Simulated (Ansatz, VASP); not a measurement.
# Re in VASP and in Ansatz

```
CELL_PARAMETERS angstrom
0.00000 1.96121 1.96121
1.96121 0.00000 1.96121
1.96121 1.96121 0.00000
ATOMIC_POSITIONS crystal
Re 0.00000 0.00000 0.00000
```

Alike in both runs: task single point; functional B3LYP; dispersion D4; k mesh 8 × 8 × 8; occupations methfessel-paxton of order 1, width 0.01 eV; no spin polarisation.

|  | VASP | Ansatz |
| --- | --- | --- |
| version | VASP 6.6.1 | Ansatz 0.2.0 |
| potentials or method | VASP PAW PBE potentials, release 64 (Re) | Ansatz PAW |
| plane-wave cutoff (eV) | 520 | 420 |
| valence electrons in the cell | 7 | 15 |

Ansatz gave:

| Item | Value |
| --- | --- |
| gap on the k mesh at the Fermi level (eV) | none |
| pressure (GPa) | -12.5 |

Problem. Which values does VASP return?

Solution. gap on the k mesh at the Fermi level (eV): none; pressure (GPa): -13.2.

VASP's potentials were made for PBE, not for B3LYP. A gap of «none» marks a metal or a gap that the smearing closes. VASP's potentials hold 7 valence electrons a cell and Ansatz's 15, so a difference there can come from the potentials and not from the codes.

Spin-orbit coupling is off throughout.
